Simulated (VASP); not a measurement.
# BN (k07) (F-43m) in VASP: further runs

Runs on BN (k07). Level: PBEsol. Tasks: single point, relaxation of cell and atoms.

All numbers are computed with VASP 6.6.1; they aren't measurements. Logs are shortened: lines on timing, memory, paths and dates and some standing lists are left out, and cuts for length are marked.

## (1) The cell of the first run

Symmetry: F-43m, No. 216, cubic system. The conventional cell has a = 3.605 Å, b = 3.605 Å, c = 3.605 Å, α = 90.00°, β = 90.00°, γ = 90.00°. B (site symmetry -43m) has 4 N at 1.56 Å within 2.1 Å. Within 2.1 Å of N (site symmetry -43m) lie 4 B at 1.56 Å.

## (2) Single point, PBEsol

INCAR

```
PREC = Accurate ; ENCUT = 600
EDIFF = 1E-6 ; ISMEAR = 0
SIGMA = 0.02 ; LREAL = False
LASPH = True ; NELM = 120
ALGO = Normal ; ISIF = 2
LWAVE = False ; LCHARG = True
GGA = PS ; LELF = True
LVHAR = True ; NBANDS = 11
GGA_COMPAT = False
```

KPOINTS

```
Automatic mesh
0
Gamma
  14 14 14
```

POSCAR

```
BN
1.0
    0.0000000000      1.8025432020      1.8025432020
    1.8025432020      0.0000000000      1.8025432020
    1.8025432020      1.8025432020      0.0000000000
B N
1 1
Direct
    0.0000000000      0.0000000000      0.0000000000
    0.2500000000      0.2500000000      0.2500000000
```

Potentials or basis: VASP PAW PBE potentials, release 64 (B, N).

Command:

```bash
$ cat potpaw_PBE.64/B/POTCAR potpaw_PBE.64/N/POTCAR > POTCAR
$ mpirun -np 1 vasp_std > vasp.out
```

OUTCAR:

```text
PREC = Accurate
   ENCUT = 600
   EDIFF = 1E-6
   ISMEAR = 0
   LREAL = False
   LASPH = True
   NELM = 120
   ISIF = 2
   GGA = PS

 ion  position               nearest neighbor table
   1  0.000  0.000  0.000-   2 1.56   2 1.56   2 1.56   2 1.56
   2  0.250  0.250  0.250-   1 1.56   1 1.56   1 1.56   1 1.56

  LATTYP: Found a face centered cubic cell.
 ALAT       =     3.6050864040

  Lattice vectors:

 A1 = (   0.0000000000,   1.8025432020,   1.8025432020)
 A2 = (   1.8025432020,   0.0000000000,   1.8025432020)
 A3 = (   1.8025432020,   1.8025432020,   0.0000000000)

Analysis of symmetry for initial positions (statically):
=====================================================================
 Subroutine PRICEL returns:
 Original cell was already a primitive cell.

 Routine SETGRP: Setting up the symmetry group for a
 face centered cubic supercell.

 Subroutine GETGRP returns: Found 24 space group operations
 (whereof 24 operations were pure point group operations)
 out of a pool of 48 trial point group operations.

The static configuration has the point symmetry T_d .

Analysis of symmetry for dynamics (positions and initial velocities):
=====================================================================
 Subroutine PRICEL returns:
 Original cell was already a primitive cell.

 Routine SETGRP: Setting up the symmetry group for a
 face centered cubic supercell.

 Subroutine GETGRP returns: Found 24 space group operations
 (whereof 24 operations were pure point group operations)
 out of a pool of 48 trial point group operations.

The dynamic configuration has the point symmetry T_d .

 Subroutine INISYM returns: Found 24 space group operations
 (whereof 24 operations are pure point group operations),
 and found     1 'primitive' translations

----------------------------------------------------------------------------------------

                                     Primitive cell

  volume of cell :      11.7135

  direct lattice vectors                    reciprocal lattice vectors
     0.000000000  1.802543202  1.802543202    -0.277385862  0.277385862  0.277385862
     1.802543202  0.000000000  1.802543202     0.277385862 -0.277385862  0.277385862
     1.802543202  1.802543202  0.000000000     0.277385862  0.277385862 -0.277385862

  length of vectors
     2.549181043  2.549181043  2.549181043     0.480446406  0.480446406  0.480446406

  position of ions in fractional coordinates (direct lattice)
     0.000000000  0.000000000  0.000000000
     0.250000000  0.250000000  0.250000000

  ion indices of the primitive-cell ions
   primitive index   ion index
                 1           1
                 2           2

----------------------------------------------------------------------------------------

 KPOINTS: Automatic mesh

Automatic generation of k-mesh.
 Grid dimensions read from file:
 generate k-points for:   14   14   14

 Generating k-lattice:

  Cartesian coordinates                     Fractional coordinates (reciprocal lattice)
    -0.019813276  0.019813276  0.019813276     0.071428571  0.000000000  0.000000000
     0.019813276 -0.019813276  0.019813276     0.000000000  0.071428571  0.000000000
     0.019813276  0.019813276 -0.019813276     0.000000000  0.000000000  0.071428571

  Length of vectors
     0.034317600  0.034317600  0.034317600

  Shift w.r.t. Gamma in fractional coordinates (k-lattice)
     0.000000000  0.000000000  0.000000000

 Subroutine IBZKPT returns following result:
 ===========================================

 Found    104 irreducible k-points:

 Following reciprocal coordinates:
            Coordinates               Weight
  0.000000  0.000000  0.000000      1.000000
  0.071429  0.000000  0.000000      8.000000
  0.142857  0.000000  0.000000      8.000000
  0.214286  0.000000  0.000000      8.000000
  0.285714  0.000000  0.000000      8.000000
  0.357143  0.000000  0.000000      8.000000
[... 16 lines left out ...]
  0.214286  0.142857  0.000000     24.000000
  0.285714  0.142857  0.000000     24.000000
 [... further k-points ...]
   k-points           NKPTS =    104   k-points in BZ     NKDIM =    104   number of bands    NBANDS=     11
   number of dos      NEDOS =    301   number of ions     NIONS =      2
   total plane-waves  NPLWV =   8000
   dimension x,y,z NGX =    20 NGY =   20 NGZ =   20
   dimension x,y,z NGXF=    40 NGYF=   40 NGZF=   40
   ions per type =               1   1
   NGX,Y,Z   is equivalent  to a cutoff of  13.04, 13.04, 13.04 a.u.
   NGXF,Y,Z  is equivalent  to a cutoff of  26.09, 26.09, 26.09 a.u.
 SYSTEM =  unknown system
   PREC   = accura    normal or accurate (medium, high low for compatibility)
   ISTART =      0    job   : 0-new  1-cont  2-samecut
   ICHARG =      2    charge: 1-file 2-atom 10-const
   ISPIN  =      1    spin polarized calculation?
   LNONCOLLINEAR =      F non collinear calculations
   LSORBIT =      F    spin-orbit coupling
   LASPH  =      T    aspherical Exc in radial PAW
   ENCUT  =  600.0 eV  44.10 Ry    6.64 a.u.   5.09  5.09  5.09*2*pi/ulx,y,z
   NELM   =    120;   NELMIN=  2; NELMDL= -5     # of ELM steps
   EDIFF  = 0.1E-05   stopping-criterion for ELM
   LREAL  =      F    real-space projection
   EDIFFG = 0.1E-04   stopping-criterion for IOM
   NSW    =      0    number of steps for IOM
   IBRION =     -1    ionic relax: 0-MD 1-quasi-New 2-CG
   NFREE  =      0    steps in history (QN), initial steepest desc. (CG)
   ISIF   =      2    stress and relaxation
   ISYM   =      2    0-nonsym 1-usesym 2-fastsym
   POTIM  = 0.5000    time-step for ionic-motion
   TEBEG  =    0.0;   TEEND  =   0.0 temperature during run
   PSTRESS=    0.0 pullay stress
   NELECT =       8.0000    total number of electrons
   NUPDOWN=      -1.0000    fix difference up-down
   EMIN   =  10.00;   EMAX   =-10.00  energy-range for DOS
   EFERMI =   0.00;   METHOD = LEGACY
   ISMEAR =     0;   SIGMA  =   0.02  broadening in eV -4-tet -1-fermi 0-gaus
   EFERMI_NEDOS =   21; number of points for ismear=-14 and -15
   IALGO  =     38    algorithm
   IMIX   =      4    mixing-type and parameters
     AMIX     =   0.40;   BMIX     =  1.00
     AMIX_MAG =   1.60;   BMIX_MAG =  1.00
  volume/ion in A,a.u.               =       5.86        39.52
  Fermi-wavevector in a.u.,A,eV,Ry     =   1.441703  2.724424 28.279813  2.078508
  Thomas-Fermi vector in A             =   2.560306
   LORBIT       =      0    0 simple, 1 ext, 2 COOP (PROOUT), +10 PAW based schemes
   GGA     = PS    functional components
   LHFCALC =     F    Hartree Fock is set to
   AEXX    =    0.0000 exact exchange contribution
   IVDW    =     0    specifies the selected vdW correction
   LEPSILON=     F    determine dielectric tensor
   LRPA    =     F    only Hartree local field effects (RPA)
 non-spin polarized calculation
 Gauss-broadening in eV      SIGMA  =   0.02
  energy-cutoff  :      600.00
  volume of cell :       11.71
 maximum number of plane-waves:       399
   NGX = 11   NGY = 11   NGZ = 11

 number of electron       7.9999999 magnetization

 Free energy of the ion-electron system (eV)
  ---------------------------------------------------
  ext. energy  EPLUGINS =         0.00000000
  ---------------------------------------------------
  free energy    TOTEN  =       -18.35067629 eV

  energy without entropy =      -18.35067629  energy(sigma->0) =      -18.35067629

 E-fermi :   7.6129     XC(G=0): -13.0565

 val. band max:        7.4644759047   @ k =   0.0000   0.0000   0.0000
 cond. band min:      11.7496506489   @ k =   0.5000   0.5000   0.0000
 fundamental gap:      4.2851747442
 Fermi energy:         7.6129407480

 k-point     1 :       0.0000    0.0000    0.0000
  band No.  band energies     occupation
      1     -12.8829      2.00000
      2       7.4645      2.00000
      3       7.4645      2.00000
      4       7.4645      2.00000
      5      16.2646      0.00000
      6      16.2646      0.00000
      7      16.2646      0.00000
      8      17.8659      0.00000
      9      32.1292      0.00000
     10      35.2535      0.00000
     11      35.2535      0.00000

 k-point     2 :       0.0714    0.0000    0.0000
  band No.  band energies     occupation
      1     -12.7572      2.00000
      2       6.7702      2.00000
      3       7.3272      2.00000
      4       7.3272      2.00000
      5      16.4321      0.00000
      6      16.4725      0.00000
      7      16.4725      0.00000
      8      18.2878      0.00000
      9      31.9431      0.00000
     10      33.2418      0.00000
     11      33.2418      0.00000

 k-point     3 :       0.1429    0.0000    0.0000
  band No.  band energies     occupation
      1     -12.3831      2.00000
      2       5.0872      2.00000
      3       6.9767      2.00000
      4       6.9767      2.00000
      5      16.7140      0.00000
      6      16.9880      0.00000
      7      16.9880      0.00000
      8      19.3488      0.00000
      9      31.4520      0.00000
     10      31.7033      0.00000
     11      31.7033      0.00000

 k-point     4 :       0.2143    0.0000    0.0000
  band No.  band energies     occupation
      1     -11.7719      2.00000
      2       2.9992      2.00000
      3       6.5375      2.00000
      4       6.5375      2.00000
      5      16.9932      0.00000
      6      17.5620      0.00000
      7      17.5620      0.00000
      8      20.5329      0.00000
      9      30.9119      0.00000
     10      30.9808      0.00000
     11      30.9808      0.00000

 k-point     5 :       0.2857    0.0000    0.0000
  band No.  band energies     occupation
      1     -10.9495      2.00000
      2       0.8523      2.00000
      3       6.1171      2.00000
      4       6.1171      2.00000
      5      17.2577      0.00000
      6      17.9637      0.00000
      7      17.9637      0.00000
      8      21.4967      0.00000
      9      30.5783      0.00000
     10      31.1773      0.00000
     11      31.1773      0.00000
[... 211 lines left out ...]
 k-point    21 :      -0.0714    0.0714    0.0000
  band No.  band energies     occupation
      1     -12.5487      2.00000
      2       6.0274      2.00000
      3       6.6350      2.00000
      4       7.3366      2.00000
      5      16.5415      0.00000
      6      16.5582      0.00000
      7      17.1335      0.00000
      8      18.8770      0.00000
      9      31.1398      0.00000
     10      31.2742      0.00000
     11      33.7645      0.00000

 k-point    22 :       0.1429    0.1429    0.0000
  band No.  band energies     occupation
      1     -12.2174      2.00000
      2       5.8766      2.00000
      3       6.0571      2.00000
      4       6.0571      2.00000
      5      15.4058      0.00000
      6      18.2193      0.00000
      7      18.2193      0.00000
      8      19.2327      0.00000
      9      27.3935      0.00000
     10      33.5554      0.00000
     11      36.1888      0.00000

 k-point    23 :       0.2143    0.1429    0.0000
  band No.  band energies     occupation
      1     -11.7687      2.00000
      2       4.3070      2.00000
      3       5.5199      2.00000
      4       5.9383      2.00000
      5      15.3338      0.00000
      6      18.8057      0.00000
      7      19.0233      0.00000
      8      19.7792      0.00000
      9      26.5095      0.00000
     10      33.7975      0.00000
     11      35.3290      0.00000

 k-point    24 :       0.2857    0.1429    0.0000
  band No.  band energies     occupation
      1     -11.0941      2.00000
      2       2.3716      2.00000
      3       5.0786      2.00000
      4       5.5866      2.00000
      5      15.6511      0.00000
      6      19.1749      0.00000
      7      19.6310      0.00000
      8      20.2661      0.00000
      9      26.6754      0.00000
     10      33.7194      0.00000
     11      34.8183      0.00000

 [... further k-points ...]
[... 5 lines left out ...]
  --------------------------------------------------------------------------------------
  -------------------------------------------------------------------------------------
  Total        0.0382854      0.0382854      0.0382854      0.0000000      0.0000000      0.0000000
  in kB        5.2366936      5.2366936      5.2366936      0.0000000      0.0000000      0.0000000
  external PRESSURE =       5.2366936 kB  Pullay stress =       0.0000000 kB

 VOLUME and BASIS-vectors are now :
 -----------------------------------------------------------------------------
  energy-cutoff  :      600.00
  volume of cell :       11.71
      direct lattice vectors                 reciprocal lattice vectors
     0.000000000  1.802543202  1.802543202    -0.277385862  0.277385862  0.277385862
     1.802543202  0.000000000  1.802543202     0.277385862 -0.277385862  0.277385862
     1.802543202  1.802543202  0.000000000     0.277385862  0.277385862 -0.277385862

 POSITION                                       TOTAL-FORCE (eV/Angst)
 -----------------------------------------------------------------------------------
      0.00000      0.00000      0.00000         0.000000      0.000000     -0.000000
      0.90127      0.90127      0.90127        -0.000000     -0.000000      0.000000
 -----------------------------------------------------------------------------------
    total drift:                                0.000000      0.000000      0.000000

  FREE ENERGIE OF THE ION-ELECTRON SYSTEM (eV)
  ---------------------------------------------------
  free  energy   TOTEN  =       -18.3506762925 eV

  energy  without entropy=      -18.3506762925  energy(sigma->0) =      -18.35067629
```

Run time: 10 s. Hardware: 1 thread of Intel Xeon 6975P-C, shared host; peak memory 0.13 GiB.

Results:

* Free energy: -18.3507 eV
* Pressure: 0.5 GPa
* Band gap on the k mesh: 4.29 eV, indirect (least direct gap 8.80 eV)

Levels at points of the mesh, in eV from the valence-band top:
| k point | band 1 | band 2 | band 3 | band 4 | band 5 | band 6 | band 7 | band 8 | band 9 |
| --- | --- | --- | --- | --- | --- | --- | --- | --- | --- |
| (0.00, 0.00, 0.00) | -20.35 | 0.00 | 0.00 | 0.00 | 8.80 | 8.80 | 8.80 | 10.40 | 24.66 |
| (0.50, 0.00, 0.00) | -16.04 | -10.86 | -1.96 | -1.96 | 10.20 | 10.67 | 10.67 | 15.16 | 23.30 |
| (0.50, 0.50, 0.00) | -14.65 | -9.02 | -4.98 | -4.98 | 4.29 | 9.14 | 18.00 | 18.00 | 20.76 |

Caveat: the PAW data sets were made with another functional, which shifts forces and pressure a little.

## (3) Single point, PBEsol

INCAR

```
PREC = Accurate
ENCUT = 600
EDIFF = 1E-6
ISMEAR = 0
SIGMA = 0.01
LREAL = F
LASPH = T
NELM = 120
ALGO = Normal
ISIF = 2
LWAVE = F
LCHARG = T
GGA = PS
LELF = T
LVHAR = T
NBANDS = 11
GGA_COMPAT = F
```

KPOINTS is that of step 2.

POSCAR is that of step 2.

Potentials or basis: VASP PAW PBE potentials, release 64 (B, N).

Command:

```bash
$ cat potpaw_PBE.64/B/POTCAR potpaw_PBE.64/N/POTCAR > POTCAR
$ mpirun -np 1 vasp_std > vasp.out
```

Wall time 8.8 s (1 thread of Intel Xeon 6975P-C, shared host); peak memory 0.13 GiB.

Results (log left out):

- Free energy: -18.3507 eV
- Pressure: 0.5 GPa
- Band gap on the k mesh: 4.29 eV, indirect (least direct gap 8.80 eV)

Levels at points of the mesh, in eV from the valence-band top:
```tsv
k point	band 1	band 2	band 3	band 4	band 5	band 6	band 7	band 8
(0.00, 0.00, 0.00)	-20.35	0.00	0.00	0.00	8.80	8.80	8.80	10.40
(0.50, 0.00, 0.00)	-16.04	-10.86	-1.96	-1.96	10.20	10.67	10.67	15.16
(0.50, 0.50, 0.00)	-14.65	-9.02	-4.98	-4.98	4.29	9.14	18.00	18.00
```

Caveat: the PAW data sets were made with another functional, which shifts forces and pressure a little. A k mesh can miss the band edges.

## (4) Single point, PBEsol

INCAR

```
SYSTEM = BN
PREC = Accurate
ENCUT = 600
EDIFF = 1E-6
ISMEAR = 0
SIGMA = 0.01
LREAL = .FALSE.
LASPH = .TRUE.
NELM = 120
ALGO = Normal
ISIF = 2
LWAVE = .FALSE.
LCHARG = .FALSE.
GGA = PS
NBANDS = 11
GGA_COMPAT = .FALSE.
```

KPOINTS

```
Automatic mesh
0
G
  14 14 14
  0 0 0
```

POSCAR is that of step 3.

Command:

```bash
$ cat potpaw_PBE.64/B/POTCAR potpaw_PBE.64/N/POTCAR > POTCAR
$ mpirun -np 1 vasp_std > vasp.out
```

Wall time 8.3 s (1 thread of Intel Xeon 6975P-C, shared host); peak memory 0.13 GiB.

It converged, with:

* Free energy: -18.3507 eV
* Pressure: 0.5 GPa
* Band gap on the k mesh: 4.29 eV, indirect (least direct gap 8.80 eV)

Levels at points of the mesh, in eV from the valence-band top:
```csv
k point,band 1,band 2,band 3,band 4,band 5,band 6,band 7,band 8
"(0.00, 0.00, 0.00)",-20.35,0.00,0.00,0.00,8.80,8.80,8.80,10.40
"(0.50, 0.00, 0.00)",-16.04,-10.86,-1.96,-1.96,10.20,10.67,10.67,15.16
"(0.50, 0.50, 0.00)",-14.65,-9.02,-4.98,-4.98,4.29,9.14,18.00,18.00
```

Caveat: the PAW data sets were made with another functional, which shifts forces and pressure a little. A k mesh can miss the band edges.

## (5) Relaxation of cell and atoms, PBEsol

This run uses another cell than the first one, of 5.91 Å³/atom, 1.009 times its volume.

INCAR

```
PREC = Accurate ; ENCUT = 600
EDIFF = 1E-7 ; ISMEAR = 0
SIGMA = 0.02 ; LREAL = False
LASPH = True ; NELM = 120
ALGO = Normal ; ISIF = 3
LWAVE = False ; LCHARG = False
GGA = PS ; IBRION = 2
NSW = 100 ; EDIFFG = -0.002
GGA_COMPAT = False ; NELMIN = 4
```

KPOINTS

```
Automatic mesh
0
Gamma
  14 14 14
```

POSCAR

```
BN
1.0
    0.0000000000      1.8080000000      1.8080000000
    1.8080000000      0.0000000000      1.8080000000
    1.8080000000      1.8080000000      0.0000000000
B N
1 1
Direct
    0.0000000000      0.0000000000      0.0000000000
    0.2500000000      0.2500000000      0.2500000000
```

Command:

```bash
$ cat potpaw_PBE.64/B/POTCAR potpaw_PBE.64/N/POTCAR > POTCAR
$ mpirun -np 1 vasp_std > vasp.out
```

It took 16 s on 1 thread of Intel Xeon 6975P-C, shared host; peak memory 0.13 GiB.

Results (log left out):

```yaml
Free_energy: -18.3511 eV
Relaxed_volume: 5.86 Å³/atom
Relaxed_cell: a = 2.550 Å, b = 2.550 Å, c = 2.550 Å, α = 60.00°, β = 60.00°, γ = 60.00°
Space_group_after_relaxing_to_0.05_Å: F-43m (No. 216)
Energy_gained_by_relaxing: 0.4 meV/atom
Ionic_steps: 3
Pressure_after_relaxing: 0.0 GPa
Band_gap_on_the_k_mesh: 4.28 eV, indirect (least direct gap 8.79 eV)
```

Step by step:
```csv
step,energy change (eV),largest force (eV/Å),pressure (GPa),volume (Å³)
1,0.0000,0.0000,-2.96,11.82
2,0.0001,0.0000,3.17,11.63
3,-0.0009,0.0000,0.00,11.73
```

Final structure:
```yaml
crystal:
  lattice:
    - [0.00000, 1.80333, 1.80333]
    - [1.80333, 0.00000, 1.80333]
    - [1.80333, 1.80333, 0.00000]
  atoms:
    - { symbol: B, position: [0.00000, 0.00000, 0.00000] }
    - { symbol: N, position: [0.25000, 0.25000, 0.25000] }
```

Levels at points of the mesh, in eV from the valence-band top:
```
           k point  band 1  band 2  band 3  band 4  band 5  band 6  band 7  band 8
(0.00, 0.00, 0.00)  -20.33    0.00    0.00    0.00    8.79    8.79    8.79   10.38
(0.50, 0.00, 0.00)  -16.03  -10.84   -1.96   -1.96   10.18   10.66   10.66   15.15
(0.50, 0.50, 0.00)  -14.64   -9.01   -4.97   -4.97    4.28    9.13   17.98   17.98
```

Caveat: the PAW data sets were made with another functional, which shifts forces and pressure a little. PBEsol gaps usually lie below the measured ones, often by a third to a half.

## (6) Overview

```csv
task,cell,smearing,gap on the mesh (eV),pressure (GPa)
single point,"a = 2.549 Å, angles 60.0°, 2 atoms",gaussian 0.02 eV,4.29,0.5
single point,"a = 2.549 Å, angles 60.0°, 2 atoms",gaussian 0.01 eV,4.29,0.5
relaxation of cell and atoms,"relaxed from a = 2.557 Å, angles 60.0°, 2 atoms",gaussian 0.02 eV,4.28,0.0
```

Alike in all rows: level PBEsol; potentials or basis VASP PAW PBE potentials, release 64 (B, N); no spin polarisation; k mesh 14 × 14 × 14; cutoff (eV) 600.

Caveats: the PAW data sets were made with another functional, which shifts forces and pressure a little.

Total energies depend on the potentials used, so only differences within one code and one set of settings carry meaning.
